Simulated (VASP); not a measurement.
Here is a VASP 6.6.1 calculation.

Contents of INCAR:

```
SYSTEM = Mn
PREC = Accurate ; ENCUT = 520
EDIFF = 1E-7 ; ISMEAR = -1
SIGMA = 0.1 ; LREAL = .False.
LASPH = .True. ; NELM = 100
ALGO = Normal ; ISIF = 2
LWAVE = .False. ; LCHARG = .False.
GGA = B5 ; ALDAX = 1.0
AGGAX = 1.0 ; AGGAC = 1.0
ALDAC = 0.0 ; NBANDS = 20
```

KPOINTS

```
regular mesh
0
Gamma
  16 16 9
  0 0 0
```

File POSCAR:

```
Mn
1.0
    2.5496522538      0.0000000000      0.0000000000
   -1.2748261269      2.2080636226      0.0000000000
    0.0000000000      0.0000000000      4.1059335569
Mn
2
Direct
    0.3333333333      0.6666666667      0.2500000000
    0.6666666667      0.3333333333      0.7500000000
```

Potentials or basis: VASP PAW PBE potentials, release 64 (Mn_pv).

The run is started by

```sh
$ cat potpaw_PBE.64/Mn_pv/POTCAR > POTCAR
$ mpirun -np 1 vasp_std > vasp.out
```

Question: Predict the pressure.

Answer: -8.9 GPa.

Question: Predict the band gap on the k mesh.

Answer: Zero (band 13 reaches 10.72 eV, above the bottom of band 14 at 8.96 eV).

Stress tensor (GPa, compression positive):
```
-8.83  0.00  0.00
 0.00 -8.83  0.00
 0.00  0.00 -9.08
```

Caveat: the PAW data sets were made with another functional, which shifts forces and pressure a little; the run has no spin polarisation, though such a crystal can be magnetic. Spin polarisation is off, so any magnetic state and its effect on volume and gap are missing.
